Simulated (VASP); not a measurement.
# Rh in VASP: single point with PBEsol

Aim: the single point of Rh with PBEsol.

Program: VASP 6.6.1. These are calculated values, not measurements. Logs are shortened: lines on timing, memory, paths and dates and some standing lists are left out, and cuts for length are marked.

## 1. The cell of the first run

The typed cell holds 2 atoms: a = 2.686 Å, b = 2.686 Å, c = 4.338 Å, α = 90.00°, β = 90.00°, γ = 120.00°.

This isn't the form of Rh at room conditions, which is fcc.

## 2. Single point, PBEsol

The input, INCAR:

```
SYSTEM = Rh
ALGO = Fast ; EDIFF = 1E-6
ENCUT = 520 ; GGA = PS
ISIF = 2 ; ISMEAR = 0
LASPH = .TRUE. ; LCHARG = .FALSE.
LREAL = .FALSE. ; LWAVE = .FALSE.
NBANDS = 22 ; NELM = 100
PREC = Accurate ; SIGMA = 0.15
```

The input, KPOINTS:

```
k-points
0
G
  12 12 8
  0 0 0
```

The input, POSCAR:

```
Rh
1.0
    2.6864494119      0.0000032517     -0.0000282304
   -1.3432218898      2.3265075820     -0.0000410296
   -0.0000454526     -0.0001025215      4.3383956395
Rh
2
Direct
    0.6666659022      0.3333348407      0.7499999399
    0.3333340978      0.6666651593      0.2500000601
```

Potentials or basis: VASP PAW PBE potentials, release 64 (Rh_pv).

Started as:

```sh
> cat potpaw_PBE.64/Rh_pv/POTCAR > POTCAR
> mpirun -np 1 vasp_std > vasp.out
```

OUTCAR:

```text
SYSTEM = Rh
   EDIFF = 1E-6
   ENCUT = 520
   GGA = PS
   ISIF = 2
   ISMEAR = 0
   LASPH = .TRUE.
   LREAL = .FALSE.
   NELM = 100
   PREC = Accurate

 ion  position               nearest neighbor table
   1  0.667  0.333  0.750-   2 2.67   2 2.67   2 2.67   2 2.67   2 2.67   2 2.67
   2  0.333  0.667  0.250-   1 2.67   1 2.67   1 2.67   1 2.67   1 2.67   1 2.67

  LATTYP: Found a base centered monoclinic cell.
 ALAT       =     2.6864312461
 B/A-ratio  =     1.7320561947
 C/A-ratio  =     1.6149289684
 COS(beta)  =    -0.0000514850

  Lattice vectors:

 A1 = (   2.6864494119,   0.0000032517,  -0.0000282304)
 A2 = (  -1.3432218898,   2.3265075820,  -0.0000410296)
 A3 = (  -0.0000454526,  -0.0001025215,   4.3383956395)

Analysis of symmetry for initial positions (statically):
=====================================================================
 Subroutine PRICEL returns:
 Original cell was already a primitive cell.

 Routine SETGRP: Setting up the symmetry group for a
 base centered monoclinic supercell.

 Subroutine GETGRP returns: Found  4 space group operations
 (whereof  2 operations were pure point group operations)
 out of a pool of  4 trial point group operations.

The static configuration has the point symmetry S_2 .
 The point group associated with its full space group is C_2h.

Analysis of symmetry for dynamics (positions and initial velocities):
=====================================================================
 Subroutine PRICEL returns:
 Original cell was already a primitive cell.

 Routine SETGRP: Setting up the symmetry group for a
 base centered monoclinic supercell.

 Subroutine GETGRP returns: Found  4 space group operations
 (whereof  2 operations were pure point group operations)
 out of a pool of  4 trial point group operations.

The dynamic configuration has the point symmetry S_2 .
 The point group associated with its full space group is C_2h.

 Subroutine INISYM returns: Found  4 space group operations
 (whereof  2 operations are pure point group operations),
 and found     1 'primitive' translations

----------------------------------------------------------------------------------------

                                     Primitive cell

  volume of cell :      27.1152

  direct lattice vectors                    reciprocal lattice vectors
     2.686449412  0.000003252 -0.000028230     0.372238277  0.214913808  0.000008979
    -1.343221890  2.326507582 -0.000041030    -0.000000520  0.429828516  0.000010157
    -0.000045453 -0.000102521  4.338395639     0.000002422  0.000005463  0.230499955

  length of vectors
     2.686449412  2.686425613  4.338395641     0.429824708  0.429828516  0.230499955

  position of ions in fractional coordinates (direct lattice)
     0.666665902  0.333334841  0.749999940
     0.333334098  0.666665159  0.250000060

  ion indices of the primitive-cell ions
   primitive index   ion index
                 1           1
                 2           2

----------------------------------------------------------------------------------------

 KPOINTS: k-points

Automatic generation of k-mesh.
 Grid dimensions read from file:
 generate k-points for:   12   12    8

 Generating k-lattice:

  Cartesian coordinates                     Fractional coordinates (reciprocal lattice)
     0.031019856  0.017909484  0.000000748     0.083333333  0.000000000  0.000000000
    -0.000000043  0.035819043  0.000000846     0.000000000  0.083333333  0.000000000
     0.000000303  0.000000683  0.028812494     0.000000000  0.000000000  0.125000000

  Length of vectors
     0.035818726  0.035819043  0.028812494

  Shift w.r.t. Gamma in fractional coordinates (k-lattice)
     0.000000000  0.000000000  0.000000000

 Subroutine IBZKPT returns following result:
 ===========================================

 Found    320 irreducible k-points:

 Following reciprocal coordinates:
            Coordinates               Weight
  0.000000  0.000000  0.000000      1.000000
  0.083333  0.000000  0.000000      4.000000
  0.166667  0.000000  0.000000      4.000000
  0.250000 -0.000000  0.000000      4.000000
  0.333333  0.000000  0.000000      4.000000
  0.416667 -0.000000  0.000000      4.000000
[... 16 lines left out ...]
  0.500000  0.166667  0.000000      4.000000
 -0.416667  0.166667  0.000000      4.000000
 [... further k-points ...]
   k-points           NKPTS =    320   k-points in BZ     NKDIM =    320   number of bands    NBANDS=     22
   number of dos      NEDOS =    301   number of ions     NIONS =      2
   total plane-waves  NPLWV =  12800
   dimension x,y,z NGX =    20 NGY =   20 NGZ =   32
   dimension x,y,z NGXF=    40 NGYF=   40 NGZF=   64
   ions per type =               2
   NGX,Y,Z   is equivalent  to a cutoff of  12.38, 12.38, 12.26 a.u.
   NGXF,Y,Z  is equivalent  to a cutoff of  24.75, 24.75, 24.52 a.u.
 SYSTEM =  Rh
   PREC   = accura    normal or accurate (medium, high low for compatibility)
   ISTART =      0    job   : 0-new  1-cont  2-samecut
   ICHARG =      2    charge: 1-file 2-atom 10-const
   ISPIN  =      1    spin polarized calculation?
   LNONCOLLINEAR =      F non collinear calculations
   LSORBIT =      F    spin-orbit coupling
   LASPH  =      T    aspherical Exc in radial PAW
   ENCUT  =  520.0 eV  38.22 Ry    6.18 a.u.   5.00  4.99  8.07*2*pi/ulx,y,z
   NELM   =    100;   NELMIN=  2; NELMDL= -5     # of ELM steps
   EDIFF  = 0.1E-05   stopping-criterion for ELM
   LREAL  =      F    real-space projection
   EDIFFG = 0.1E-04   stopping-criterion for IOM
   NSW    =      0    number of steps for IOM
   IBRION =     -1    ionic relax: 0-MD 1-quasi-New 2-CG
   NFREE  =      0    steps in history (QN), initial steepest desc. (CG)
   ISIF   =      2    stress and relaxation
   ISYM   =      2    0-nonsym 1-usesym 2-fastsym
   POTIM  = 0.5000    time-step for ionic-motion
   TEBEG  =    0.0;   TEEND  =   0.0 temperature during run
   PSTRESS=    0.0 pullay stress
   NELECT =      30.0000    total number of electrons
   NUPDOWN=      -1.0000    fix difference up-down
   EMIN   =  10.00;   EMAX   =-10.00  energy-range for DOS
   EFERMI =   0.00;   METHOD = LEGACY
   ISMEAR =     0;   SIGMA  =   0.15  broadening in eV -4-tet -1-fermi 0-gaus
   EFERMI_NEDOS =   21; number of points for ismear=-14 and -15
   IALGO  =     68    algorithm
   IMIX   =      4    mixing-type and parameters
     AMIX     =   0.40;   BMIX     =  1.00
     AMIX_MAG =   1.60;   BMIX_MAG =  1.00
  volume/ion in A,a.u.               =      13.56        91.49
  Fermi-wavevector in a.u.,A,eV,Ry     =   1.693211  3.199705 39.007401  2.866963
  Thomas-Fermi vector in A             =   2.774658
   LORBIT       =      0    0 simple, 1 ext, 2 COOP (PROOUT), +10 PAW based schemes
   GGA     = PS    functional components
   LHFCALC =     F    Hartree Fock is set to
   AEXX    =    0.0000 exact exchange contribution
   IVDW    =     0    specifies the selected vdW correction
   LEPSILON=     F    determine dielectric tensor
   LRPA    =     F    only Hartree local field effects (RPA)
 non-spin polarized calculation
 RMM-DIIS sequential band-by-band and
 Gauss-broadening in eV      SIGMA  =   0.15
  energy-cutoff  :      520.00
  volume of cell :       27.12
 maximum number of plane-waves:       756
   NGX =  9   NGY =  9   NGZ = 17

 number of electron      30.0000012 magnetization

 Free energy of the ion-electron system (eV)
  ---------------------------------------------------
  ext. energy  EPLUGINS =         0.00000000
  ---------------------------------------------------
  free energy    TOTEN  =       -16.21555579 eV

  energy without entropy =      -16.17881770  energy(sigma->0) =      -16.19718674

 E-fermi :  12.1139     XC(G=0): -14.3068

 val. band max:       12.0983825703   @ k =  -0.4167   0.3333   0.0000
 cond. band min:      12.1276771614   @ k =  -0.1667   0.0833   0.5000
 fundamental gap:      0.0292945911
 Fermi energy:        12.1139099875

 k-point     1 :       0.0000    0.0000    0.0000
  band No.  band energies     occupation
      1     -35.1254      2.00000
      2     -34.4357      2.00000
      3     -34.4356      2.00000
      4     -34.3308      2.00000
      5     -34.3221      2.00000
      6     -34.3219      2.00000
[... 14 lines left out ...]
     21      30.2052      0.00000
     22      30.8438      0.00000

 k-point     2 :       0.0833    0.0000    0.0000
  band No.  band energies     occupation
      1     -35.1084      2.00000
      2     -34.4739      2.00000
      3     -34.4482      2.00000
      4     -34.3618      2.00000
      5     -34.3379      2.00000
      6     -34.3281      2.00000
[... 14 lines left out ...]
     21      30.4856      0.00000
     22      31.0429      0.00000

 k-point     3 :       0.1667    0.0000    0.0000
  band No.  band energies     occupation
      1     -35.0597      2.00000
      2     -34.5787      2.00000
      3     -34.4814      2.00000
      4     -34.4688      2.00000
      5     -34.3595      2.00000
      6     -34.3453      2.00000
[... 14 lines left out ...]
     21      30.8403      0.00000
     22      30.9078      0.00000

 k-point     4 :       0.2500   -0.0000    0.0000
  band No.  band energies     occupation
      1     -34.9865      2.00000
      2     -34.7221      2.00000
      3     -34.6110      2.00000
      4     -34.5252      2.00000
      5     -34.3957      2.00000
      6     -34.3700      2.00000
[... 14 lines left out ...]
     21      29.1491      0.00000
     22      29.4411      0.00000

 k-point     5 :       0.3333    0.0000    0.0000
  band No.  band energies     occupation
      1     -34.9005      2.00000
      2     -34.8655      2.00000
      3     -34.7489      2.00000
      4     -34.5677      2.00000
      5     -34.4445      2.00000
      6     -34.3957      2.00000
[... 14 lines left out ...]
     21      27.1831      0.00000
     22      27.9976      0.00000

 k-point     6 :       0.4167   -0.0000    0.0000
  band No.  band energies     occupation
      1     -34.9704      2.00000
      2     -34.8475      2.00000
      3     -34.8204      2.00000
      4     -34.5981      2.00000
      5     -34.4973      2.00000
      6     -34.4150      2.00000
[... 14 lines left out ...]
     21      25.7356      0.00000
     22      26.9091      0.00000

 k-point     7 :       0.5000   -0.0000    0.0000
  band No.  band energies     occupation
      1     -35.0087      2.00000
      2     -34.8832      2.00000
      3     -34.7828      2.00000
      4     -34.6091      2.00000
      5     -34.5249      2.00000
      6     -34.4221      2.00000
[... 324 lines left out ...]
      6     -34.4674      2.00000
[... 14 lines left out ...]
     21      24.2330      0.00000
     22      28.2358      0.00000

 k-point    21 :       0.3333    0.1667   -0.0000
  band No.  band energies     occupation
      1     -34.9337      2.00000
      2     -34.8303      2.00000
      3     -34.7846      2.00000
      4     -34.6601      2.00000
      5     -34.5231      2.00000
      6     -34.5053      2.00000
[... 14 lines left out ...]
     21      23.1827      0.00000
     22      27.4238      0.00000

 k-point    22 :       0.4167    0.1667    0.0000
  band No.  band energies     occupation
      1     -34.9651      2.00000
      2     -34.8413      2.00000
      3     -34.7442      2.00000
      4     -34.6864      2.00000
      5     -34.5548      2.00000
      6     -34.5169      2.00000
[... 14 lines left out ...]
     21      24.1468      0.00000
     22      26.8337      0.00000

 k-point    23 :       0.5000    0.1667    0.0000
  band No.  band energies     occupation
      1     -34.9337      2.00000
      2     -34.8302      2.00000
      3     -34.7846      2.00000
      4     -34.6601      2.00000
      5     -34.5231      2.00000
      6     -34.5053      2.00000
[... 14 lines left out ...]
     21      23.1827      0.00000
     22      27.4239      0.00000

 k-point    24 :      -0.4167    0.1667    0.0000
  band No.  band energies     occupation
      1     -34.8640      2.00000
      2     -34.8464      2.00000
      3     -34.7924      2.00000
      4     -34.5972      2.00000
      5     -34.4726      2.00000
      6     -34.4674      2.00000
[... 14 lines left out ...]
     21      24.2329      0.00000
     22      28.2358      0.00000

 [... further k-points ...]

------------------------ aborting loop because EDIFF is reached ----------------------------------------

  FORCE on cell =-STRESS in cart. coord.  units (eV):
  Direction    XX          YY          ZZ          XY          YZ          ZX
  --------------------------------------------------------------------------------------
  -------------------------------------------------------------------------------------
  Total       -0.0177403     -0.0176922     -0.0133786      0.0000414      0.0006208      0.0003623
  in kB       -1.0482385     -1.0453926     -0.7905096      0.0024435      0.0366831      0.0214056
  external PRESSURE =      -0.9613802 kB  Pullay stress =       0.0000000 kB

 VOLUME and BASIS-vectors are now :
 -----------------------------------------------------------------------------
  energy-cutoff  :      520.00
  volume of cell :       27.12
      direct lattice vectors                 reciprocal lattice vectors
     2.686449412  0.000003252 -0.000028230     0.372238277  0.214913808  0.000008979
    -1.343221890  2.326507582 -0.000041030    -0.000000520  0.429828516  0.000010157
    -0.000045453 -0.000102521  4.338395639     0.000002422  0.000005463  0.230499955

 POSITION                                       TOTAL-FORCE (eV/Angst)
 -----------------------------------------------------------------------------------
      1.34319      0.77543      3.25376         0.000031     -0.000018      0.000000
     -0.00001      1.55098      1.08456        -0.000031      0.000018     -0.000000
 -----------------------------------------------------------------------------------
    total drift:                                0.000234      0.000983     -0.000512

  FREE ENERGIE OF THE ION-ELECTRON SYSTEM (eV)
  ---------------------------------------------------
  free  energy   TOTEN  =       -16.2155557853 eV

  energy  without entropy=      -16.1788176965  energy(sigma->0) =      -16.19718674
```

It took 1.9 min on 1 thread of Intel Xeon Platinum 8259CL at 2.50GHz (Skylake/Cascade Lake), shared host; peak memory 0.25 GiB.

Results:

```yaml
Free_energy: -16.2156 eV
Pressure: -0.1 GPa
Band_gap_on_the_k_mesh: zero (bands 15 and 16 overlap by 2.50 eV)
```

Caveat: the PAW data sets were made with another functional, which shifts forces and pressure a little.

The gap in the log of VASP goes by the Fermi energy; the results here count the filled bands.